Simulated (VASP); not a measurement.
# Ti in VASP: notebook, part 2 of 3

VASP 6.6.1. Earlier steps stand in the parts before.

**3. Single point, PBE**

The input, INCAR:

```
SYSTEM = Ti
ALGO = Normal
EDIFF = 1E-7
ENCUT = 520
GGA = PE
ISIF = 2
ISMEAR = 1
LASPH = .TRUE.
LCHARG = .TRUE.
LELF = .TRUE.
LREAL = .FALSE.
LVHAR = .TRUE.
LWAVE = .FALSE.
NBANDS = 19
NELM = 100
PREC = Accurate
SIGMA = 0.15
```

The input, KPOINTS:

```
k-points
0
G
  11 11 6
  0 0 0
```

The input, POSCAR:

```
Ti
1.0
    2.9500000000      0.0000000000      0.0000000000
   -1.4750000000      2.5547750000      0.0000000000
    0.0000000000      0.0000000000      4.6800000000
Ti
2
Direct
    0.3294190943      0.6588381886      0.2500000000
    0.6666666667      0.3333333333      0.7500000000
```

Potentials or basis: VASP PAW PBE potentials, release 64 (Ti_sv).

Run with:

```
$ cat potpaw_PBE.64/Ti_sv/POTCAR > POTCAR
$ mpirun -np 1 vasp_std > vasp.out
```

OUTCAR:

```text
SYSTEM = Ti
   EDIFF = 1E-7
   ENCUT = 520
   GGA = PE
   ISIF = 2
   ISMEAR = 1
   LASPH = .TRUE.
   LREAL = .FALSE.
   NELM = 100
   PREC = Accurate

 ion  position               nearest neighbor table
   1  0.329  0.659  0.250-   2 2.89   2 2.89   2 2.89   2 2.89   2 2.91   2 2.91
   2  0.667  0.333  0.750-   1 2.89   1 2.89   1 2.89   1 2.89   1 2.91   1 2.91

  LATTYP: Found a hexagonal cell.
 ALAT       =     2.9500000000
 C/A-ratio  =     1.5864406780

  Lattice vectors:

 A1 = (   2.9500000000,   0.0000000000,   0.0000000000)
 A2 = (  -1.4750000000,   2.5547750000,   0.0000000000)
 A3 = (   0.0000000000,   0.0000000000,   4.6800000000)

Analysis of symmetry for initial positions (statically):
=====================================================================
 Subroutine PRICEL returns:
 Original cell was already a primitive cell.

 Routine SETGRP: Setting up the symmetry group for a
 hexagonal supercell.

 Subroutine GETGRP returns: Found  8 space group operations
 (whereof  2 operations were pure point group operations)
 out of a pool of 24 trial point group operations.

The static configuration has the point symmetry C_1h.
 The point group associated with its full space group is D_2h.

Analysis of symmetry for dynamics (positions and initial velocities):
=====================================================================
 Subroutine PRICEL returns:
 Original cell was already a primitive cell.

 Routine SETGRP: Setting up the symmetry group for a
 hexagonal supercell.

 Subroutine GETGRP returns: Found  8 space group operations
 (whereof  2 operations were pure point group operations)
 out of a pool of 24 trial point group operations.

The dynamic configuration has the point symmetry C_1h.
 The point group associated with its full space group is D_2h.

 Subroutine INISYM returns: Found  8 space group operations
 (whereof  2 operations are pure point group operations),
 and found     1 'primitive' translations

----------------------------------------------------------------------------------------

                                     Primitive cell

  volume of cell :      35.2712

  direct lattice vectors                    reciprocal lattice vectors
     2.950000000  0.000000000  0.000000000     0.338983051  0.195711951  0.000000000
    -1.475000000  2.554775000  0.000000000     0.000000000  0.391423902  0.000000000
     0.000000000  0.000000000  4.680000000     0.000000000  0.000000000  0.213675214

  length of vectors
     2.950000000  2.950000051  4.680000000     0.391423909  0.391423902  0.213675214

  position of ions in fractional coordinates (direct lattice)
     0.329419094  0.658838189  0.250000000
     0.666666667  0.333333333  0.750000000

  ion indices of the primitive-cell ions
   primitive index   ion index
                 1           1
                 2           2

----------------------------------------------------------------------------------------

 KPOINTS: k-points

Automatic generation of k-mesh.
 Grid dimensions read from file:
 generate k-points for:   11   11    6

 Generating k-lattice:

  Cartesian coordinates                     Fractional coordinates (reciprocal lattice)
     0.030816641  0.017791996  0.000000000     0.090909091 -0.000000000  0.000000000
     0.000000000  0.035583991  0.000000000     0.000000000  0.090909091  0.000000000
     0.000000000  0.000000000  0.035612536     0.000000000  0.000000000  0.166666667

  Length of vectors
     0.035583992  0.035583991  0.035612536

  Shift w.r.t. Gamma in fractional coordinates (k-lattice)
     0.000000000  0.000000000  0.000000000

 Subroutine IBZKPT returns following result:
 ===========================================

 Found    144 irreducible k-points:

 Following reciprocal coordinates:
            Coordinates               Weight
  0.000000  0.000000  0.000000      1.000000
  0.090909  0.000000  0.000000      4.000000
  0.000000  0.090909  0.000000      2.000000
  0.181818  0.000000  0.000000      4.000000
  0.000000  0.181818  0.000000      2.000000
  0.272727  0.000000  0.000000      4.000000
[... 16 lines left out ...]
  0.454545  0.090909  0.000000      4.000000
 -0.090909 -0.454545  0.000000      2.000000
 [... further k-points ...]
   k-points           NKPTS =    144   k-points in BZ     NKDIM =    144   number of bands    NBANDS=     19
   number of dos      NEDOS =    301   number of ions     NIONS =      2
   total plane-waves  NPLWV =  20736
   dimension x,y,z NGX =    24 NGY =   24 NGZ =   36
   dimension x,y,z NGXF=    48 NGYF=   48 NGZF=   72
   ions per type =               2
   NGX,Y,Z   is equivalent  to a cutoff of  13.53, 13.53, 12.79 a.u.
   NGXF,Y,Z  is equivalent  to a cutoff of  27.05, 27.05, 25.58 a.u.
 SYSTEM =  Ti
   PREC   = accura    normal or accurate (medium, high low for compatibility)
   ISTART =      0    job   : 0-new  1-cont  2-samecut
   ICHARG =      2    charge: 1-file 2-atom 10-const
   ISPIN  =      1    spin polarized calculation?
   LNONCOLLINEAR =      F non collinear calculations
   LSORBIT =      F    spin-orbit coupling
   LASPH  =      T    aspherical Exc in radial PAW
   ENCUT  =  520.0 eV  38.22 Ry    6.18 a.u.   5.49  5.49  8.70*2*pi/ulx,y,z
   NELM   =    100;   NELMIN=  2; NELMDL= -5     # of ELM steps
   EDIFF  = 0.1E-06   stopping-criterion for ELM
   LREAL  =      F    real-space projection
   EDIFFG = 0.1E-05   stopping-criterion for IOM
   NSW    =      0    number of steps for IOM
   IBRION =     -1    ionic relax: 0-MD 1-quasi-New 2-CG
   NFREE  =      0    steps in history (QN), initial steepest desc. (CG)
   ISIF   =      2    stress and relaxation
   ISYM   =      2    0-nonsym 1-usesym 2-fastsym
   POTIM  = 0.5000    time-step for ionic-motion
   TEBEG  =    0.0;   TEEND  =   0.0 temperature during run
   PSTRESS=    0.0 pullay stress
   NELECT =      24.0000    total number of electrons
   NUPDOWN=      -1.0000    fix difference up-down
   EMIN   =  10.00;   EMAX   =-10.00  energy-range for DOS
   EFERMI =   0.00;   METHOD = LEGACY
   ISMEAR =     1;   SIGMA  =   0.15  broadening in eV -4-tet -1-fermi 0-gaus
   EFERMI_NEDOS =   21; number of points for ismear=-14 and -15
   IALGO  =     38    algorithm
   IMIX   =      4    mixing-type and parameters
     AMIX     =   0.40;   BMIX     =  1.00
     AMIX_MAG =   1.60;   BMIX_MAG =  1.00
  volume/ion in A,a.u.               =      17.64       119.01
  Fermi-wavevector in a.u.,A,eV,Ry     =   1.439920  2.721054 28.209911  2.073370
  Thomas-Fermi vector in A             =   2.558722
   LORBIT       =      0    0 simple, 1 ext, 2 COOP (PROOUT), +10 PAW based schemes
   GGA     = PE    functional components
   LHFCALC =     F    Hartree Fock is set to
   AEXX    =    0.0000 exact exchange contribution
   IVDW    =     0    specifies the selected vdW correction
   LEPSILON=     F    determine dielectric tensor
   LRPA    =     F    only Hartree local field effects (RPA)
 non-spin polarized calculation
 Methfessel and Paxton  Order N= 1 SIGMA  =   0.15
  energy-cutoff  :      520.00
  volume of cell :       35.27
 maximum number of plane-waves:       971
 NGX is ok and might be reduce to    24
   NGX = 11   NGY = 11   NGZ = 17

 number of electron      24.0000001 magnetization

 Free energy of the ion-electron system (eV)
  ---------------------------------------------------
  ext. energy  EPLUGINS =         0.00000000
  ---------------------------------------------------
  free energy    TOTEN  =       -15.66582739 eV

  energy without entropy =      -15.66554232  energy(sigma->0) =      -15.66573237

 E-fermi :   8.1876     XC(G=0): -11.4261

 val. band max:        8.1813738121   @ k =   0.0909   0.0000   0.1667
 cond. band min:       8.1985364366   @ k =  -0.1818   0.0909   0.0000
 fundamental gap:      0.0171626245
 Fermi energy:         8.1875847251

 k-point     1 :       0.0000    0.0000    0.0000
  band No.  band energies     occupation
      1     -48.7145      2.00000
      2     -48.5868      2.00000
      3     -25.2850      2.00000
      4     -24.6725      2.00000
      5     -24.6672      2.00000
      6     -24.6136      2.00000
[... 11 lines left out ...]
     18       9.8106     -0.00000
     19      11.2297      0.00000
[... 485 lines left out ...]
 k-point    24 :      -0.0909   -0.4545    0.0000
  band No.  band energies     occupation
      1     -48.6031      2.00000
      2     -48.5610      2.00000
      3     -25.1102      2.00000
      4     -24.9945      2.00000
      5     -24.9929      2.00000
      6     -24.8261      2.00000
[... 11 lines left out ...]
     18      11.6155      0.00000
     19      12.5404      0.00000

 [... further k-points ...]

------------------------ aborting loop because EDIFF is reached ----------------------------------------

  FORCE on cell =-STRESS in cart. coord.  units (eV):
  Direction    XX          YY          ZZ          XY          YZ          ZX
  --------------------------------------------------------------------------------------
  -------------------------------------------------------------------------------------
  Total       -0.3214008     -0.4274757     -0.4083876      0.0000000      0.0000000      0.0000000
  in kB      -14.5994654    -19.4178647    -18.5507967      0.0000000      0.0000000      0.0000000
  external PRESSURE =     -17.5227089 kB  Pullay stress =       0.0000000 kB

 VOLUME and BASIS-vectors are now :
 -----------------------------------------------------------------------------
  energy-cutoff  :      520.00
  volume of cell :       35.27
      direct lattice vectors                 reciprocal lattice vectors
     2.950000000  0.000000000  0.000000000     0.338983051  0.195711951  0.000000000
    -1.475000000  2.554775000  0.000000000     0.000000000  0.391423902  0.000000000
     0.000000000  0.000000000  4.680000000     0.000000000  0.000000000  0.213675214

 POSITION                                       TOTAL-FORCE (eV/Angst)
 -----------------------------------------------------------------------------------
      0.00000      1.68318      1.17000         0.000000      0.032085      0.000000
      1.47500      0.85159      3.51000         0.000000     -0.032085      0.000000
 -----------------------------------------------------------------------------------
    total drift:                                0.000000      0.000025      0.000000

  FREE ENERGIE OF THE ION-ELECTRON SYSTEM (eV)
  ---------------------------------------------------
  free  energy   TOTEN  =       -15.6658273924 eV

  energy  without entropy=      -15.6655423184  energy(sigma->0) =      -15.66573237
```

OSZICAR:

```text
N       E                     dE             d eps       ncg     rms          rms(c)
DAV:   1     0.265737686082E+03    0.26574E+03   -0.13016E+04  5480   0.157E+03
DAV:   2     0.127386706962E+02   -0.25300E+03   -0.24898E+03  5639   0.442E+02
DAV:   3    -0.164685737294E+02   -0.29207E+02   -0.28832E+02 10262   0.123E+02
DAV:   4    -0.177405632662E+02   -0.12720E+01   -0.12705E+01  6251   0.267E+01
DAV:   5    -0.178044338880E+02   -0.63871E-01   -0.63864E-01  8228   0.424E+00    0.117E+01
DAV:   6    -0.156651954103E+02    0.21392E+01   -0.78320E+00  6361   0.279E+01    0.289E+00
DAV:   7    -0.156484994496E+02    0.16696E-01   -0.70253E-01  8285   0.606E+00    0.206E+00
DAV:   8    -0.156734811477E+02   -0.24982E-01   -0.19754E-01  6077   0.512E+00    0.683E-01
DAV:   9    -0.156654223881E+02    0.80588E-02   -0.45968E-02  6257   0.213E+00    0.685E-02
DAV:  10    -0.156657661966E+02   -0.34381E-03   -0.28601E-03  7961   0.314E-01    0.807E-02
DAV:  11    -0.156658368205E+02   -0.70624E-04   -0.15675E-04  6438   0.847E-02    0.333E-02
DAV:  12    -0.156658261565E+02    0.10664E-04   -0.38354E-05  6619   0.469E-02    0.732E-03
DAV:  13    -0.156658267865E+02   -0.62999E-06   -0.12025E-06  6303   0.105E-02    0.540E-04
DAV:  14    -0.156658272165E+02   -0.42996E-06   -0.14313E-07  4501   0.211E-03    0.895E-04
DAV:  15    -0.156658273704E+02   -0.15397E-06   -0.37387E-08  3002   0.157E-03    0.645E-05
DAV:  16    -0.156658273924E+02   -0.22021E-07   -0.10610E-08  2946   0.804E-04
   1 F= -.15665827E+02 E0= -.15665732E+02  d E =-.285074E-03
```

Run time: 54 s. Hardware: 1 thread of AMD EPYC 9R45 (Zen 5), shared host; peak memory 0.18 GiB.

What came out:

```
Free energy            : -15.6658 eV
Pressure               : -1.8 GPa
Largest force          : 0.032 eV/Å
Band gap on the k mesh : zero (band 12 reaches 8.93 eV, above the bottom of band 13 at 7.92 eV)
```

Forces in eV/Å, atoms in the order of the input:
```
Ti   0.000  0.032  0.000
Ti   0.000 -0.032  0.000
```

Stress tensor (GPa, compression positive):
```
-1.46  0.00  0.00
 0.00 -1.94  0.00
 0.00  0.00 -1.86
```

Levels at points of the mesh, in eV from the Fermi level:
```
           k point  band 10  band 11  band 12  band 13  band 14  band 15
(0.00, 0.00, 0.00)    -2.67     0.70     0.74     0.76     0.85     1.23
(0.00, 0.00, 0.50)    -4.35     0.06     0.06     0.66     0.66     0.67
```

(Part 2 of 3 ends here.)
